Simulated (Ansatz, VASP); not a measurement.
## Two plane-wave programs on Hg

File INCAR:

```
AGGAC = 1.0
AGGAX = 1.0
ALDAC = 0.0
ALDAX = 1.0
ALGO = Normal
EDIFF = 1E-6
ENCUT = 520
GGA = B5
ISIF = 2
ISMEAR = -1
LASPH = True
LCHARG = False
LREAL = False
LWAVE = False
NBANDS = 12
NELM = 60
PREC = Accurate
SIGMA = 0.1
```

File KPOINTS:

```
k-points
0
Gamma
  11 11 11
```

Contents of POSCAR:

```
Hg
1.0
    3.1956672118      1.8450193250      3.9023408573
   -3.1956672118      1.8450193250      3.9023408573
    0.0000000000     -3.6900386500      3.9023408572
Hg
1
Direct
    0.0000000000      0.0000000000      0.0000000000
```

Input for Ansatz:

```yaml
crystal:
  lattice:
    - [3.1956672118, 1.845019325, 3.9023408573]
    - [-3.1956672118, 1.845019325, 3.9023408573]
    - [0.0, -3.69003865, 3.9023408572]
  atoms:
    - { symbol: Hg, position: [0.0, 0.0, 0.0] }
hamiltonian:
  xc: blyp
  pseudopotentials:
    kind: paw
    azcp:
      Hg: "pseudopotentials/Hg.paw.azcp"
basis:
  ecutwfc: 420
  fft_grid_basis: typed
kpoints:
  mp_grid: { grid: [11, 11, 11], shift: [0, 0, 0] }
magnetization:
  spin_polarized: false
scf:
  occupations: { method: fermi_dirac, width: 0.1 }
output:
  stress: true
```

Alike in both runs: task single point; functional BLYP; k mesh 11 × 11 × 11; occupations fermi-dirac, width 0.1 eV; no spin polarisation.

|  | VASP | Ansatz |
| --- | --- | --- |
| version | VASP 6.6.1 | Ansatz 0.2.0 |
| potentials or method | VASP PAW PBE potentials, release 64 (Hg), cutoff 520 eV | plane waves (420 eV) with PAW, scalar-relativistic |
| valence electrons in the cell | 12 | 20 |

```csv
,VASP,Ansatz,Ansatz less VASP
pressure (GPa),0.0,0.0,+0.02
```

VASP's potentials were made for PBE, not for BLYP. VASP's potentials hold 12 valence electrons a cell and Ansatz's 20, so a difference there can come from the potentials and not from the codes.

Neither program's run includes spin-orbit coupling.
